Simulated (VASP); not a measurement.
Here is a VASP 6.6.1 calculation.

INCAR

```
SYSTEM = Ca
  PREC = Accurate
  ENCUT = 520
  EDIFF = 1E-6
  ISMEAR = 0
  SIGMA = 0.15
  LREAL = .False.
  LASPH = .True.
  NELM = 80
  ALGO = Fast
  ISIF = 2
  LWAVE = .False.
  LCHARG = .False.
  NBANDS = 11
```

The input KPOINTS:

```
regular mesh
0
Gamma
  14 14 14
  0 0 0
```

Contents of POSCAR:

```
Ca
1.0
    0.0000000000      2.5706640000      2.9059680000
    2.5706640000      0.0000000000      2.9059680000
    2.5706640000      2.5706640000      0.0000000000
Ca
1
Direct
    0.0000000000      0.0000000000      0.0000000000
```

Potentials or basis: VASP PAW LDA potentials, release 64 (Ca_sv).

Launch:

```bash
$ cat potpaw_LDA.64/Ca_sv/POTCAR > POTCAR
$ mpirun -np 1 vasp_std > vasp.out
```

Question: Estimate the band gap on the k mesh.

Answer: Zero (band 5 reaches 2.32 eV, above the bottom of band 6 at 2.13 eV).

Question: Estimate the pressure.

Answer: -0.2 GPa.

Stress tensor (GPa, compression positive):
```
 0.33  0.00  0.00
 0.00  0.33  0.00
 0.00  0.00 -1.27
```

Caveat: the cell differs from its parent crystal (strain -0.080 along x and y, +0.040 along z).
